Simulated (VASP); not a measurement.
# Pt (Fm-3m) in VASP: a series of runs

The runs below take Pt through single point, with PBE.

All numbers are computed with VASP 6.6.1; they aren't measurements. Logs are shortened: lines on timing, memory, paths and dates and some standing lists are left out, and cuts for length are marked.

## (1) The cell of the first run

The structure is cubic, space group Fm-3m (No. 225). Conventional cell: a = 3.922 Å, b = 3.922 Å, c = 3.922 Å, α = 90.00°, β = 90.00°, γ = 90.00°. Pt (site symmetry m-3m) has 12 Pt at 2.77 Å within 3.7 Å.

## (2) Single point, PBE, collinear spin

The input, INCAR:

```
SYSTEM = Pt
PREC = Accurate ; ENCUT = 500
EDIFF = 1E-6 ; ISMEAR = -1
SIGMA = 0.1 ; LREAL = .FALSE.
LASPH = .TRUE. ; NELM = 200
ALGO = Normal ; ISIF = 2
LWAVE = .FALSE. ; LCHARG = .FALSE.
ISPIN = 2 ; MAGMOM = 0.3
LORBIT = 11 ; NUPDOWN = 0.3
LMAXMIX = 4 ; GGA = PE
NBANDS = 15 ; GGA_COMPAT = .FALSE.
```

The input, KPOINTS:

```
regular mesh
0
G
  14 14 14
  0 0 0
```

The input, POSCAR:

```
Pt
1.0
    0.0000000000      1.9609000000      1.9609000000
    1.9609000000      0.0000000000      1.9609000000
    1.9609000000      1.9609000000      0.0000000000
Pt
1
Direct
    0.0000000000      0.0000000000      0.0000000000
```

Potentials or basis: VASP PAW PBE potentials, release 64 (Pt).

Started as:

```console
$ cat potpaw_PBE.64/Pt/POTCAR > POTCAR
$ mpirun -np 1 vasp_std > vasp.out
```

OUTCAR:

```text
SYSTEM = Pt
   PREC = Accurate
   ENCUT = 500
   EDIFF = 1E-6
   ISMEAR = -1
   LREAL = .FALSE.
   LASPH = .TRUE.
   NELM = 200
   ISIF = 2
   ISPIN = 2
   LORBIT = 11
   NUPDOWN = 0.3
   GGA = PE

 ion  position               nearest neighbor table
   1  0.000  0.000  0.000-

  LATTYP: Found a face centered cubic cell.
 ALAT       =     3.9218000000

  Lattice vectors:

 A1 = (   0.0000000000,   1.9609000000,   1.9609000000)
 A2 = (   1.9609000000,   0.0000000000,   1.9609000000)
 A3 = (   1.9609000000,   1.9609000000,   0.0000000000)

Analysis of symmetry for initial positions (statically):
=====================================================================
 Subroutine PRICEL returns:
 Original cell was already a primitive cell.

 Routine SETGRP: Setting up the symmetry group for a
 face centered cubic supercell.

 Subroutine GETGRP returns: Found 48 space group operations
 (whereof 48 operations were pure point group operations)
 out of a pool of 48 trial point group operations.

The static configuration has the point symmetry O_h .

Analysis of symmetry for dynamics (positions and initial velocities):
=====================================================================
 Subroutine PRICEL returns:
 Original cell was already a primitive cell.

 Routine SETGRP: Setting up the symmetry group for a
 face centered cubic supercell.

 Subroutine GETGRP returns: Found 48 space group operations
 (whereof 48 operations were pure point group operations)
 out of a pool of 48 trial point group operations.

The dynamic configuration has the point symmetry O_h .

Analysis of structural, dynamic, and magnetic symmetry:
=====================================================================
 Subroutine PRICEL returns:
 Original cell was already a primitive cell.

 Routine SETGRP: Setting up the symmetry group for a
 face centered cubic supercell.

 Subroutine GETGRP returns: Found 48 space group operations
 (whereof 48 operations were pure point group operations)
 out of a pool of 48 trial point group operations.

The overall configuration has the point symmetry O_h .

 Subroutine INISYM returns: Found 48 space group operations
 (whereof 48 operations are pure point group operations),
 and found     1 'primitive' translations

----------------------------------------------------------------------------------------

                                     Primitive cell

  volume of cell :      15.0798

  direct lattice vectors                    reciprocal lattice vectors
     0.000000000  1.960900000  1.960900000    -0.254984956  0.254984956  0.254984956
     1.960900000  0.000000000  1.960900000     0.254984956 -0.254984956  0.254984956
     1.960900000  1.960900000  0.000000000     0.254984956  0.254984956 -0.254984956

  length of vectors
     2.773131374  2.773131374  2.773131374     0.441646899  0.441646899  0.441646899

  position of ions in fractional coordinates (direct lattice)
     0.000000000  0.000000000  0.000000000

  ion indices of the primitive-cell ions
   primitive index   ion index
                 1           1

----------------------------------------------------------------------------------------

 KPOINTS: regular mesh

Automatic generation of k-mesh.
 Grid dimensions read from file:
 generate k-points for:   14   14   14

 Generating k-lattice:

  Cartesian coordinates                     Fractional coordinates (reciprocal lattice)
    -0.018213211  0.018213211  0.018213211     0.071428571  0.000000000  0.000000000
     0.018213211 -0.018213211  0.018213211     0.000000000  0.071428571  0.000000000
     0.018213211  0.018213211 -0.018213211     0.000000000  0.000000000  0.071428571

  Length of vectors
     0.031546207  0.031546207  0.031546207

  Shift w.r.t. Gamma in fractional coordinates (k-lattice)
     0.000000000  0.000000000  0.000000000

 Subroutine IBZKPT returns following result:
 ===========================================

 Found    104 irreducible k-points:

 Following reciprocal coordinates:
            Coordinates               Weight
  0.000000  0.000000  0.000000      1.000000
  0.071429  0.000000  0.000000      8.000000
  0.142857  0.000000  0.000000      8.000000
  0.214286  0.000000  0.000000      8.000000
  0.285714  0.000000  0.000000      8.000000
  0.357143  0.000000  0.000000      8.000000
[... 16 lines left out ...]
  0.214286  0.142857  0.000000     24.000000
  0.285714  0.142857  0.000000     24.000000
 [... further k-points ...]
   k-points           NKPTS =    104   k-points in BZ     NKDIM =    104   number of bands    NBANDS=     15
   number of dos      NEDOS =    301   number of ions     NIONS =      1
   total plane-waves  NPLWV =   8000
   dimension x,y,z NGX =    20 NGY =   20 NGZ =   20
   dimension x,y,z NGXF=    40 NGYF=   40 NGZF=   40
   ions per type =               1
   NGX,Y,Z   is equivalent  to a cutoff of  11.99, 11.99, 11.99 a.u.
   NGXF,Y,Z  is equivalent  to a cutoff of  23.98, 23.98, 23.98 a.u.
 SYSTEM =  Pt
   PREC   = accura    normal or accurate (medium, high low for compatibility)
   ISTART =      0    job   : 0-new  1-cont  2-samecut
   ICHARG =      2    charge: 1-file 2-atom 10-const
   ISPIN  =      2    spin polarized calculation?
   LNONCOLLINEAR =      F non collinear calculations
   LSORBIT =      F    spin-orbit coupling
   LASPH  =      T    aspherical Exc in radial PAW
   ENCUT  =  500.0 eV  36.75 Ry    6.06 a.u.   5.06  5.06  5.06*2*pi/ulx,y,z
   NELM   =    200;   NELMIN=  2; NELMDL= -5     # of ELM steps
   EDIFF  = 0.1E-05   stopping-criterion for ELM
   LREAL  =      F    real-space projection
   EDIFFG = 0.1E-04   stopping-criterion for IOM
   NSW    =      0    number of steps for IOM
   IBRION =     -1    ionic relax: 0-MD 1-quasi-New 2-CG
   NFREE  =      0    steps in history (QN), initial steepest desc. (CG)
   ISIF   =      2    stress and relaxation
   ISYM   =      2    0-nonsym 1-usesym 2-fastsym
   POTIM  = 0.5000    time-step for ionic-motion
   TEBEG  =    0.0;   TEEND  =   0.0 temperature during run
   PSTRESS=    0.0 pullay stress
   NELECT =      10.0000    total number of electrons
   NUPDOWN=       0.3000    fix difference up-down
   EMIN   =  10.00;   EMAX   =-10.00  energy-range for DOS
   EFERMI =   0.00;   METHOD = LEGACY
   ISMEAR =    -1;   SIGMA  =   0.10  broadening in eV -4-tet -1-fermi 0-gaus
   EFERMI_NEDOS =   21; number of points for ismear=-14 and -15
   IALGO  =     38    algorithm
   IMIX   =      4    mixing-type and parameters
     AMIX     =   0.40;   BMIX     =  1.00
     AMIX_MAG =   1.60;   BMIX_MAG =  1.00
  volume/ion in A,a.u.               =      15.08       101.76
  Fermi-wavevector in a.u.,A,eV,Ry     =   1.427609  2.697791 27.729605  2.038068
  Thomas-Fermi vector in A             =   2.547760
   LORBIT       =     11    0 simple, 1 ext, 2 COOP (PROOUT), +10 PAW based schemes
   GGA     = PE    functional components
   LHFCALC =     F    Hartree Fock is set to
   AEXX    =    0.0000 exact exchange contribution
   IVDW    =     0    specifies the selected vdW correction
   LEPSILON=     F    determine dielectric tensor
   LRPA    =     F    only Hartree local field effects (RPA)
 spin polarized calculation
  energy-cutoff  :      500.00
  volume of cell :       15.08
 maximum number of plane-waves:       393
   NGX = 11   NGY = 11   NGZ = 11

 number of electron      10.0000001 magnetization       0.3000000

 Free energy of the ion-electron system (eV)
  ---------------------------------------------------
  ext. energy  EPLUGINS =         0.00000000
  ---------------------------------------------------
  free energy    TOTEN  =        -6.10615426 eV

  energy without entropy =       -6.05963415  energy(sigma->0) =       -6.08289420

 E-fermi :  11.2153     XC(G=0): -13.4903

 val. band max:       11.3652788944   @ k =   0.4286   0.0714   0.0000
 cond. band min:      11.2165051588   @ k =   0.5000   0.2143   0.0714
 fundamental gap:     -0.1487737355
 Fermi energy:        11.3729309635

 spin component 1

 k-point     1 :       0.0000    0.0000    0.0000
  band No.  band energies     occupation
      1       1.0295      1.00000
      2       7.3766      1.00000
      3       7.3766      1.00000
      4       7.3766      1.00000
      5       9.5424      1.00000
      6       9.5424      1.00000
      7      25.8945      0.00000
      8      30.8605      0.00000
      9      30.8605      0.00000
     10      30.8605      0.00000
     11      36.2225      0.00000
     12      43.3882      0.00000
     13      43.3882      0.00000
     14      43.3882      0.00000
     15      43.5140      0.00000

 k-point     2 :       0.0714    0.0000    0.0000
  band No.  band energies     occupation
      1       1.2344      1.00000
      2       7.2873      1.00000
      3       7.4571      1.00000
      4       7.4571      1.00000
      5       9.4983      1.00000
      6       9.4983      1.00000
      7      26.2108      0.00000
      8      29.8321      0.00000
      9      31.1752      0.00000
     10      31.1752      0.00000
     11      37.3300      0.00000
     12      41.0060      0.00000
     13      42.0595      0.00000
     14      42.0595      0.00000
     15      43.9039      0.00000
[... 365 lines left out ...]
      3       8.0596      1.00000
      4       8.1977      1.00000
      5       8.7795      1.00000
      6       9.9820      1.00000
      7      27.7751      0.00000
      8      28.3715      0.00000
      9      30.4862      0.00000
     10      31.1879      0.00000
     11      36.0045      0.00000
     12      37.6635      0.00000
     13      38.6138      0.00000
     14      43.4768      0.00000
     15      43.8539      0.00000

 k-point    24 :       0.2857    0.1429    0.0000
  band No.  band energies     occupation
      1       3.5579      1.00000
      2       6.3226      1.00000
      3       7.7338      1.00000
      4       8.3043      1.00000
      5       9.4351      1.00000
      6      10.3052      0.99998
      7      25.4779      0.00000
      8      28.5785      0.00000
      9      30.1506      0.00000
     10      31.5070      0.00000
     11      35.5148      0.00000
     12      37.1022      0.00000
     13      38.5027      0.00000
     14      42.5938      0.00000
     15      44.1731      0.00000

 [... further k-points ...]

 spin component 2

 k-point     1 :       0.0000    0.0000    0.0000
  band No.  band energies     occupation
      1       1.0694      1.00000
      2       7.5896      1.00000
      3       7.5896      1.00000
      4       7.5896      1.00000
      5       9.7318      1.00000
      6       9.7318      1.00000
      7      25.9202      0.00000
      8      30.8833      0.00000
      9      30.8833      0.00000
     10      30.8833      0.00000
     11      36.2071      0.00000
     12      43.4477      0.00000
     13      43.4477      0.00000
     14      43.4477      0.00000
     15      43.8175      0.00000

 k-point     2 :       0.0714    0.0000    0.0000
  band No.  band energies     occupation
      1       1.2743      1.00000
      2       7.4974      1.00000
      3       7.6706      1.00000
      4       7.6706      1.00000
      5       9.6868      1.00000
      6       9.6868      1.00000
      7      26.2394      0.00000
      8      29.8521      0.00000
      9      31.1997      0.00000
     10      31.1997      0.00000
     11      37.3214      0.00000
     12      41.1066      0.00000
     13      42.1629      0.00000
     14      42.1629      0.00000
     15      44.1816      0.00000
[... 365 lines left out ...]
      3       8.2601      1.00000
      4       8.4123      1.00000
      5       8.9665      1.00000
      6      10.1761      0.99997
      7      27.8115      0.00000
      8      28.4138      0.00000
      9      30.5330      0.00000
     10      31.2268      0.00000
     11      36.0906      0.00000
     12      37.7325      0.00000
     13      38.7018      0.00000
     14      43.5582      0.00000
     15      43.9294      0.00000

 k-point    24 :       0.2857    0.1429    0.0000
  band No.  band energies     occupation
      1       3.6101      1.00000
      2       6.5073      1.00000
      3       7.9157      1.00000
      4       8.5114      1.00000
      5       9.6327      1.00000
      6      10.5095      0.99914
      7      25.5376      0.00000
      8      28.6253      0.00000
      9      30.2095      0.00000
     10      31.5567      0.00000
     11      35.5855      0.00000
     12      37.1573      0.00000
     13      38.5728      0.00000
     14      42.6752      0.00000
     15      44.5214      0.00000

 [... further k-points ...]
[... 5 lines left out ...]
  --------------------------------------------------------------------------------------
  -------------------------------------------------------------------------------------
  Total        0.9656431      0.9656431      0.9656431      0.0000000     -0.0000000     -0.0000000
  in kB      102.5961099    102.5961099    102.5961099      0.0000000     -0.0000000     -0.0000000
  external PRESSURE =     102.5961099 kB  Pullay stress =       0.0000000 kB

 VOLUME and BASIS-vectors are now :
 -----------------------------------------------------------------------------
  energy-cutoff  :      500.00
  volume of cell :       15.08
      direct lattice vectors                 reciprocal lattice vectors
     0.000000000  1.960900000  1.960900000    -0.254984956  0.254984956  0.254984956
     1.960900000  0.000000000  1.960900000     0.254984956 -0.254984956  0.254984956
     1.960900000  1.960900000  0.000000000     0.254984956  0.254984956 -0.254984956

 POSITION                                       TOTAL-FORCE (eV/Angst)
 -----------------------------------------------------------------------------------
      0.00000      0.00000      0.00000         0.000000      0.000000      0.000000
 -----------------------------------------------------------------------------------
    total drift:                                0.000000     -0.000000      0.000000

  FREE ENERGIE OF THE ION-ELECTRON SYSTEM (eV)
  ---------------------------------------------------
  free  energy   TOTEN  =        -6.1061542576 eV

  energy  without entropy=       -6.0596341468  energy(sigma->0) =       -6.08289420

 total charge

# of ion       s       p       d       tot
------------------------------------------
    1        0.639   0.614   8.046   9.299

 magnetization (x)

# of ion       s       p       d       tot
------------------------------------------
    1       -0.001  -0.005   0.304   0.298
```

Run time: 40 s. Hardware: 1 thread of Intel Xeon 8259CL, shared host; peak memory 0.16 GiB.

Results:

```yaml
Free_energy: -6.1062 eV
Pressure: 10.3 GPa
Net_moment: 0.30 μB per cell
Site_moments: Pt +0.30 μB
Valence_electrons_inside_the_program's_atomic_spheres: Pt 9.30
```

Caveat: the cell stands under pressure; spin-orbit coupling is left out, which moves the levels of the heavy elements; the total moment is fixed, so each spin has its own Fermi level.

## (3) Single point, PBE, collinear spin

The input, INCAR:

```
SYSTEM = Pt
PREC     = Accurate       ! precision mode
ENCUT    = 500            ! plane-wave cutoff, eV
EDIFF    = 1E-6           ! SCF threshold, eV
ISMEAR   = -1             ! smearing method
SIGMA    = 0.1            ! smearing width, eV
LREAL    = .False.        ! projectors in reciprocal space
LASPH    = .True.         ! aspherical terms in the spheres
NELM     = 200            ! most SCF steps
ALGO     = Normal         ! electronic algorithm
ISIF     = 2              ! what is computed and relaxed
LWAVE    = .False.        ! write WAVECAR
LCHARG   = .False.        ! write CHGCAR
ISPIN    = 2              ! spin polarisation
MAGMOM   = 0.5            ! initial moments
LORBIT   = 11             ! projections on sites
NUPDOWN  = 0.5            ! fixed moment
LMAXMIX  = 4              ! l up to which the mixer works
GGA      = PE             ! functional
NBANDS   = 15             ! bands
GGA_COMPAT= .False.
```

The input, KPOINTS:

```
regular mesh
0
Gamma
  14 14 14
  0 0 0
```

POSCAR is that of step 2.

Potentials or basis: VASP PAW PBE potentials, release 64 (Pt).

Started as:

```console
$ cat potpaw_PBE.64/Pt/POTCAR > POTCAR
$ mpirun -np 1 vasp_std > vasp.out
```

Run time: 46 s. Hardware: 1 thread of Intel Xeon 8259CL, shared host; peak memory 0.16 GiB.

Results (log left out):

* Free energy: -6.0816 eV
* Pressure: 11.1 GPa
* Net moment: 0.50 μB per cell
* Site moments: Pt +0.50 μB
* Valence electrons inside the program's atomic spheres: Pt 9.30

Caveat: the cell stands under pressure; spin-orbit coupling is left out, which moves the levels of the heavy elements; the total moment is fixed, so each spin has its own Fermi level.

## (4) Single point, PBE, collinear spin

INCAR: that of step 3 with these lines changed.

```diff
@@ -14,5 +14,5 @@
 ISPIN    = 2              ! spin polarisation
-MAGMOM   = 0.5            ! initial moments
+MAGMOM   = 0.8            ! initial moments
 LORBIT   = 11             ! projections on sites
-NUPDOWN  = 0.5            ! fixed moment
+NUPDOWN  = 0.8            ! fixed moment
 LMAXMIX  = 4              ! l up to which the mixer works
```

KPOINTS is that of step 3.

POSCAR is that of step 3.

Started as:

```console
$ cat potpaw_PBE.64/Pt/POTCAR > POTCAR
$ mpirun -np 1 vasp_std > vasp.out
```

Run time: 43 s. Hardware: 1 thread of Intel Xeon 8259CL, shared host; peak memory 0.16 GiB.

Results (log left out):

* Free energy: -5.9853 eV
* Pressure: 12.9 GPa
* Net moment: 0.80 μB per cell
* Site moments: Pt +0.79 μB
* Valence electrons inside the program's atomic spheres: Pt 9.30

Caveat: the cell stands under pressure; spin-orbit coupling is left out, which moves the levels of the heavy elements; the total moment is fixed, so each spin has its own Fermi level.

## (5) Single point, PBE, collinear spin

The input, INCAR:

```
SYSTEM = Pt
PREC = Accurate
ENCUT = 500
EDIFF = 1E-6
ISMEAR = -1
SIGMA = 0.1
LREAL = .FALSE.
LASPH = .TRUE.
NELM = 200
ALGO = Normal
ISIF = 2
LWAVE = .FALSE.
LCHARG = .FALSE.
ISPIN = 2
MAGMOM = 1.2
LORBIT = 11
NUPDOWN = 1.2
LMAXMIX = 4
GGA = PE
NBANDS = 15
GGA_COMPAT = .FALSE.
```

The input, KPOINTS:

```
regular mesh
0
G
  14 14 14
  0 0 0
```

POSCAR is that of step 4.

Started as:

```console
$ cat potpaw_PBE.64/Pt/POTCAR > POTCAR
$ mpirun -np 1 vasp_std > vasp.out
```

Wall time 43 s (1 thread of Intel Xeon 8259CL, shared host); peak memory 0.16 GiB.

Results (log left out):

```
Free energy                                           : -5.5874 eV
Pressure                                              : 18.8 GPa
Net moment                                            : 1.20 μB per cell
Site moments                                          : Pt +1.17 μB
Valence electrons inside the program's atomic spheres : Pt 9.29
```

Caveat: the cell stands under pressure; spin-orbit coupling is left out, which moves the levels of the heavy elements; the total moment is fixed, so each spin has its own Fermi level.

## (6) Summary

```csv
fixed moment (μB),pressure (GPa),moment (μB)
0.3,10.3,0.30
0.5,11.1,0.50
0.8,12.9,0.80
1.2,18.8,1.20
```

Alike in all rows: task single point; level PBE; potentials or basis VASP PAW PBE potentials, release 64 (Pt); spin collinear; cell as given; k mesh 14 × 14 × 14; cutoff (eV) 500; smearing fermi-dirac 0.1 eV.

Caveats: the cell stands under pressure; spin-orbit coupling is left out, which moves the levels of the heavy elements; the total moment is fixed, so each spin has its own Fermi level.

Total energies depend on the potentials used, so only differences within one code and one set of settings carry meaning.
